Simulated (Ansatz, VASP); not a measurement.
## One calculation of Lu, two programs

Contents of INCAR:

```
SYSTEM = Lu
PREC = Accurate
ENCUT = 600
EDIFF = 1E-7
ISMEAR = 0
SIGMA = 0.1
LREAL = .False.
LASPH = .True.
NELM = 80
ALGO = Normal
ISIF = 3
LWAVE = .False.
LCHARG = .False.
GGA = PS
IBRION = 2
NSW = 80
EDIFFG = -0.01
```

Contents of KPOINTS:

```
regular mesh
0
Gamma
  16 16 16
  0 0 0
```

The input POSCAR:

```
Lu
1.0
   -1.9541070000      1.9541070000      1.9541070000
    1.9541070000     -1.9541070000      1.9541070000
    1.9541070000      1.9541070000     -1.9541070000
Lu
1
Direct
    0.0000000000      0.0000000000      0.0000000000
```

Input for Ansatz:

```yaml
crystal:
  lattice:
    - [-1.954107, 1.954107, 1.954107]
    - [1.954107, -1.954107, 1.954107]
    - [1.954107, 1.954107, -1.954107]
  atoms:
    - { symbol: Lu, position: [0.0, 0.0, 0.0] }
kpoints:
  mp_grid:
    grid: [16, 16, 16]
hamiltonian:
  xc: pbesol
  pseudopotentials:
    kind: paw
scf:
  occupations:
    method: gaussian
relax:
  cell: {}
```

Alike in both runs: task relaxation of cell and atoms; functional PBEsol; k mesh 16 × 16 × 16; no spin polarisation.

|  | VASP | Ansatz |
| --- | --- | --- |
| version | VASP 6.6.1 | Ansatz 0.2.0 |
| potentials or method | VASP PAW PBE potentials, release 64 (Lu) | plane waves, PAW |
| plane-wave cutoff (eV) | 600 | 420 |
| occupations | gaussian, width 0.1 eV | gaussian |
| valence electrons in the cell | 25 | 25 |

```tsv
	VASP	Ansatz	Ansatz less VASP
relaxed volume (Å³/atom)	28.02	27.88	-0.143
relaxed length of the cell vector where the two differ most in proportion (Å)	3.314	3.308	-0.0057
```

VASP's potentials were made for PBE, not for PBEsol.

Spin-orbit coupling is off throughout.
